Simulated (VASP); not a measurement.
Input of a VASP 6.6.1 run:

The input INCAR:

```
PREC = Accurate ; ENCUT = 600
EDIFF = 1E-7 ; ISMEAR = 0
SIGMA = 0.1 ; LREAL = F
LASPH = T ; NELM = 120
ALGO = Normal ; ISIF = 3
LWAVE = F ; LCHARG = F
GGA = PE ; IBRION = 2
NSW = 100 ; EDIFFG = -0.01
GGA_COMPAT = F ; NELMIN = 4
```

File KPOINTS:

```
regular mesh
0
Gamma
  20 20 20
```

The input POSCAR:

```
GaC
1.0
    2.8181395409      0.0000000000      0.0000000000
    0.0000000000      2.8181395409      0.0000000000
    0.0000000000      0.0000000000      2.8181395409
Ga C
1 1
Direct
    0.0000000000      0.0000000000      0.0000000000
    0.5000000000      0.5000000000      0.5000000000
```

Potentials or basis: VASP PAW PBE potentials, release 64 (Ga_d, C).

Launch:

```console
$ cat potpaw_PBE.64/Ga_d/POTCAR potpaw_PBE.64/C/POTCAR > POTCAR
$ mpirun -np 1 vasp_std > vasp.out
```

(1) Predict the relaxed volume.

(2) Predict the space group after relaxing (to 0.1 Å).

(3) What does it give for the band gap on the k mesh?

Results:

(1) 11.13 Å³/atom.

(2) Pm-3m (No. 221).

(3) zero (an odd number of electrons rules out a gap without spin polarisation).
